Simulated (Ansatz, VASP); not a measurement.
Two plane-wave programs on BN

```
B N
1.0
     0.00000    1.80750    1.80750
     1.80750    0.00000    1.80750
     1.80750    1.80750    0.00000
B N
1 1
Direct
  0.00000 0.00000 0.00000
  0.25000 0.25000 0.25000
```

Alike in both runs: task relaxation of cell and atoms; functional PBE; k mesh 12 × 12 × 12; occupations fermi-dirac, width 0.02 eV; no spin polarisation.

|  | VASP | Ansatz |
| --- | --- | --- |
| version | VASP 6.6.1 | Ansatz 0.2.0 |
| potentials or method | VASP PAW PBE potentials, release 64 (B, N), cutoff 600 eV | PAW plane waves |
| valence electrons in the cell | 8 | 8 |

VASP gave:

```
gap on the k mesh at the Fermi level, each at its own relaxed structure (eV) : 4.45
relaxed volume (Å³/atom)                                                     : 5.95
relaxed cell length with the largest relative difference (Å)                 : 2.563
```

Task: What did Ansatz give for the same quantities?

Result: gap on the k mesh at the Fermi level, each at its own relaxed structure (eV): 4.46; relaxed volume (Å³/atom): 5.95; relaxed cell length with the largest relative difference (Å): 2.563.
